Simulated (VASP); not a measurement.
# Ge (Im-3m) in VASP: single point with PBEsol

Aim: the single point of Ge with PBEsol.

Everything below comes from runs of VASP 6.6.1. Logs are shortened: lines on timing, memory, paths and dates and some standing lists are left out, and cuts for length are marked.

## Step 1: The cell of the first run

It takes space group Im-3m (No. 229, cubic). The conventional cell has a = 3.648 Å, b = 3.648 Å, c = 3.648 Å, α = 90.00°, β = 90.00°, γ = 90.00°. Within 4.2 Å of Ge (site symmetry m-3m) lie 14 Ge at 3.16 to 3.65 Å.

## Step 2: Single point, PBEsol (Sn replaced by Ge, lengths x 0.918, strained)

Input file INCAR:

```
PREC = Accurate
ENCUT = 520
EDIFF = 1E-6
ISMEAR = 0
SIGMA = 0.1
LREAL = F
LASPH = T
NELM = 80
ALGO = Normal
ISIF = 2
LWAVE = F
LCHARG = F
GGA = PS
NBANDS = 13
```

Input file KPOINTS:

```
Automatic mesh
0
Gamma
  16 16 16
```

Input file POSCAR:

```
Ge
1.0
   -1.8237565107      1.8237565107      1.8237565107
    1.8237565107     -1.8237565107      1.8237565107
    1.8237565107      1.8237565107     -1.8237565107
Ge
1
Direct
    0.0000000000      0.0000000000      0.0000000000
```

Potentials or basis: VASP PAW PBE potentials, release 64 (Ge_d).

The run is started by

```bash
$ cat potpaw_PBE.64/Ge_d/POTCAR > POTCAR
$ mpirun -np 1 vasp_std > vasp.out
```

OUTCAR:

```text
PREC = Accurate
   ENCUT = 520
   EDIFF = 1E-6
   ISMEAR = 0
   LREAL = F
   LASPH = T
   NELM = 80
   ISIF = 2
   GGA = PS

 ion  position               nearest neighbor table
   1  0.000  0.000  0.000-

  LATTYP: Found a body centered cubic cell.
 ALAT       =     3.6475130214

  Lattice vectors:

 A1 = (  -1.8237565107,   1.8237565107,   1.8237565107)
 A2 = (   1.8237565107,  -1.8237565107,   1.8237565107)
 A3 = (   1.8237565107,   1.8237565107,  -1.8237565107)

Analysis of symmetry for initial positions (statically):
=====================================================================
 Subroutine PRICEL returns:
 Original cell was already a primitive cell.

 Routine SETGRP: Setting up the symmetry group for a
 body centered cubic supercell.

 Subroutine GETGRP returns: Found 48 space group operations
 (whereof 48 operations were pure point group operations)
 out of a pool of 48 trial point group operations.

The static configuration has the point symmetry O_h .

Analysis of symmetry for dynamics (positions and initial velocities):
=====================================================================
 Subroutine PRICEL returns:
 Original cell was already a primitive cell.

 Routine SETGRP: Setting up the symmetry group for a
 body centered cubic supercell.

 Subroutine GETGRP returns: Found 48 space group operations
 (whereof 48 operations were pure point group operations)
 out of a pool of 48 trial point group operations.

The dynamic configuration has the point symmetry O_h .

 Subroutine INISYM returns: Found 48 space group operations
 (whereof 48 operations are pure point group operations),
 and found     1 'primitive' translations

----------------------------------------------------------------------------------------

                                     Primitive cell

  volume of cell :      24.2639

  direct lattice vectors                    reciprocal lattice vectors
    -1.823756511  1.823756511  1.823756511     0.000000000  0.274159405  0.274159405
     1.823756511 -1.823756511  1.823756511     0.274159405  0.000000000  0.274159405
     1.823756511  1.823756511 -1.823756511     0.274159405  0.274159405  0.000000000

  length of vectors
     3.158838937  3.158838937  3.158838937     0.387719949  0.387719949  0.387719949

  position of ions in fractional coordinates (direct lattice)
[... 82 lines left out ...]
   NFREE  =      0    steps in history (QN), initial steepest desc. (CG)
   ISIF   =      2    stress and relaxation
   ISYM   =      2    0-nonsym 1-usesym 2-fastsym
   POTIM  = 0.5000    time-step for ionic-motion
   TEBEG  =    0.0;   TEEND  =   0.0 temperature during run
   PSTRESS=    0.0 pullay stress
   NELECT =      14.0000    total number of electrons
   NUPDOWN=      -1.0000    fix difference up-down
   EMIN   =  10.00;   EMAX   =-10.00  energy-range for DOS
   EFERMI =   0.00;   METHOD = LEGACY
   ISMEAR =     0;   SIGMA  =   0.10  broadening in eV -4-tet -1-fermi 0-gaus
   EFERMI_NEDOS =   21; number of points for ismear=-14 and -15
   IALGO  =     38    algorithm
   IMIX   =      4    mixing-type and parameters
     AMIX     =   0.40;   BMIX     =  1.00
     AMIX_MAG =   1.60;   BMIX_MAG =  1.00
  volume/ion in A,a.u.               =      24.26       163.74
  Fermi-wavevector in a.u.,A,eV,Ry     =   1.362900  2.575508 25.272773  1.857496
  Thomas-Fermi vector in A             =   2.489350
   LORBIT       =      0    0 simple, 1 ext, 2 COOP (PROOUT), +10 PAW based schemes
   GGA     = PS    functional components
   LHFCALC =     F    Hartree Fock is set to
   AEXX    =    0.0000 exact exchange contribution
   IVDW    =     0    specifies the selected vdW correction
   LEPSILON=     F    determine dielectric tensor
   LRPA    =     F    only Hartree local field effects (RPA)
 non-spin polarized calculation
 Gauss-broadening in eV      SIGMA  =   0.10
  energy-cutoff  :      520.00
  volume of cell :       24.26
 maximum number of plane-waves:       682
   NGX = 11   NGY = 11   NGZ = 11

 number of electron      14.0000007 magnetization

 Free energy of the ion-electron system (eV)
  ---------------------------------------------------
  ext. energy  EPLUGINS =         0.00000000
  ---------------------------------------------------
  free energy    TOTEN  =        -4.38674105 eV

  energy without entropy =       -4.38394871  energy(sigma->0) =       -4.38534488

 E-fermi :   4.2827     XC(G=0): -10.2364

 val. band max:        4.2695501424   @ k =   0.3750   0.1875   0.0625
 cond. band min:       4.3048728409   @ k =   0.2500   0.2500   0.0000
 fundamental gap:      0.0353226985
 Fermi energy:         4.2827251779

 k-point     1 :       0.0000    0.0000    0.0000
  band No.  band energies     occupation
      1     -20.4368      2.00000
      2     -20.4368      2.00000
      3     -20.4368      2.00000
      4     -20.3963      2.00000
      5     -20.3963      2.00000
      6      -7.0824      2.00000
      7      11.0766      0.00000
      8      11.0766      0.00000
      9      11.0766      0.00000
     10      17.4400      0.00000
     11      17.4400      0.00000
     12      17.4400      0.00000
     13      17.6160      0.00000
[... 354 lines left out ...]
  band No.  band energies     occupation
      1     -20.4407      2.00000
      2     -20.4243      2.00000
      3     -20.4026      2.00000
      4     -20.4003      2.00000
      5     -20.3866      2.00000
      6      -4.1441      2.00000
      7       3.0419      2.00000
      8       5.5073      0.00000
      9       8.8802      0.00000
     10      14.2022      0.00000
     11      15.8936      0.00000
     12      18.9983      0.00000
     13      21.1052      0.00000

 [... further k-points ...]

------------------------ aborting loop because EDIFF is reached ----------------------------------------

  FORCE on cell =-STRESS in cart. coord.  units (eV):
  Direction    XX          YY          ZZ          XY          YZ          ZX
  --------------------------------------------------------------------------------------
  -------------------------------------------------------------------------------------
  Total       -1.7370825     -1.7370825     -1.7370825     -0.0000000     -0.0000000      0.0000000
  in kB     -114.7018617   -114.7018617   -114.7018617     -0.0000000     -0.0000000      0.0000000
  external PRESSURE =    -114.7018617 kB  Pullay stress =       0.0000000 kB

 VOLUME and BASIS-vectors are now :
 -----------------------------------------------------------------------------
  energy-cutoff  :      520.00
  volume of cell :       24.26
      direct lattice vectors                 reciprocal lattice vectors
    -1.823756511  1.823756511  1.823756511     0.000000000  0.274159405  0.274159405
     1.823756511 -1.823756511  1.823756511     0.274159405  0.000000000  0.274159405
     1.823756511  1.823756511 -1.823756511     0.274159405  0.274159405  0.000000000

 POSITION                                       TOTAL-FORCE (eV/Angst)
 -----------------------------------------------------------------------------------
      0.00000      0.00000      0.00000         0.000000      0.000000      0.000000
 -----------------------------------------------------------------------------------
    total drift:                                0.000000      0.000000     -0.000000

  FREE ENERGIE OF THE ION-ELECTRON SYSTEM (eV)
  ---------------------------------------------------
  free  energy   TOTEN  =        -4.3867410520 eV

  energy  without entropy=       -4.3839487107  energy(sigma->0) =       -4.38534488
```

It took 9.8 s on 1 thread of Intel Xeon 6975P-C (Granite Rapids), shared host; peak memory 0.16 GiB.

What came out:

| Property | Result |
| --- | --- |
| Free energy | -4.3867 eV |
| Pressure | -11.5 GPa |
| Band gap on the k mesh | zero (band 7 reaches 11.08 eV, above the bottom of band 8 at 2.15 eV) |

Levels at points of the mesh, in eV from the Fermi level:
```tsv
k point	band 3	band 4	band 5	band 6	band 7	band 8	band 9	band 10	band 11	band 12
(0.00, 0.00, 0.00)	-24.72	-24.68	-24.68	-11.37	6.79	6.79	6.79	13.16	13.16	13.16
(0.50, 0.00, 0.00)	-24.68	-24.68	-24.66	-7.27	-4.07	3.35	5.34	7.96	8.88	16.66
(0.50, 0.50, 0.50)	-24.66	-24.66	-24.66	-4.17	-0.30	-0.30	-0.30	4.50	4.50	22.70
```

Caveat: the cell differs from its parent crystal (Sn replaced by Ge, lengths x 0.918, strained); the PAW data sets were made with another functional, which shifts forces and pressure a little.
